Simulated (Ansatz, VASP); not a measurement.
## NaF in VASP and in Ansatz

The input POSCAR:

```
NaF
1.0
    0.0000000000      2.3426106400      2.3426106400
    2.3426106400      0.0000000000      2.3426106400
    2.3426106400      2.3426106400      0.0000000000
Na F
1 1
Direct
    0.0000000000      0.0000000000      0.0000000000
    0.5000000000      0.5000000000      0.5000000000
```

INCAR.step1

```
PREC = Accurate ; ENCUT = 520
ISMEAR = -1 ; SIGMA = 0.02
LREAL = F ; LASPH = T
NELM = 80 ; GGA = PE
ALGO = Normal ; EDIFF = 1E-4
LWAVE = T ; LCHARG = F
```

File INCAR.step2:

```
PREC = Accurate ; ENCUT = 520
EDIFF = 1E-6 ; ISMEAR = -1
SIGMA = 0.02 ; LREAL = F
LASPH = T ; NELM = 80
ALGO = Normal ; ISIF = 2
LWAVE = F ; LCHARG = F
METAGGA = R2SCAN ; LMIXTAU = T
IBRION = 2 ; NSW = 50
EDIFFG = -0.01 ; ISTART = 1
```

KPOINTS

```
Automatic mesh
0
Gamma
  10 10 10
```

Input for Ansatz:

```yaml
crystal:
  lattice:
    - [0.0, 2.34261064, 2.34261064]
    - [2.34261064, 0.0, 2.34261064]
    - [2.34261064, 2.34261064, 0.0]
  atoms:
    - { symbol: Na, position: [0.0, 0.0, 0.0] }
    - { symbol: F, position: [0.5, 0.5, 0.5] }
  symmetry: { tolerance: 0.0003 }
hamiltonian:
  xc: r2scan
  pseudopotentials: { kind: paw, azcp: { folder: soft_1 } }
basis:
  ecutwfc: 500
magnetization:
  spin_polarized: false
scf:
  occupations: { method: fermi_dirac, width: 0.02 }
kpoints:
  mp_grid: { grid: [10, 10, 10], shift: [0, 0, 0] }
  band_path:
    path:
      - [0.0, 0.0, 0.0]
      - [0.5, 0.0, 0.5]
      - [0.625, 0.25, 0.625]
      - [0.375, 0.375, 0.75]
      - [0.0, 0.0, 0.0]
      - [0.5, 0.5, 0.5]
      - [0.5, 0.25, 0.75]
      - [0.5, 0.0, 0.5]
    npoints: 10
output:
  forces: true
  stress: true
  eigenvalues: true
  write_potential: true
  elf: true
  volumetric_format: npy
  dos: { e_range: [-12, 8], de: 0.05 }
relax:
  max_steps: 30
```

Alike in both runs: task relaxation of the atoms; functional r2SCAN; k mesh 10 × 10 × 10; occupations fermi-dirac, width 0.02 eV; no spin polarisation.

```csv
,VASP,Ansatz
version,VASP 6.6.1,Ansatz 0.2.0
potentials or method,"VASP PAW PBE potentials, release 64 (Na_pv, F), cutoff 520 eV",PAW plane waves
valence electrons in the cell,14,16
```

VASP gave:

| Property | Result |
| --- | --- |
| gap on the k mesh at the Fermi level, each at its own relaxed structure (eV) | 6.99 |

Question: What did Ansatz give for the same quantities?

Answer: gap on the k mesh at the Fermi level, each at its own relaxed structure (eV): 6.96.

VASP's potentials were made for PBE, not for r2SCAN. VASP's potentials hold 14 valence electrons a cell and Ansatz's 16, so a difference there can come from the potentials and not from the codes. Ansatz's warnings: stress scf threshold loose.

Noted on VASP's run: the relaxation stopped at its first step, so nothing moved.
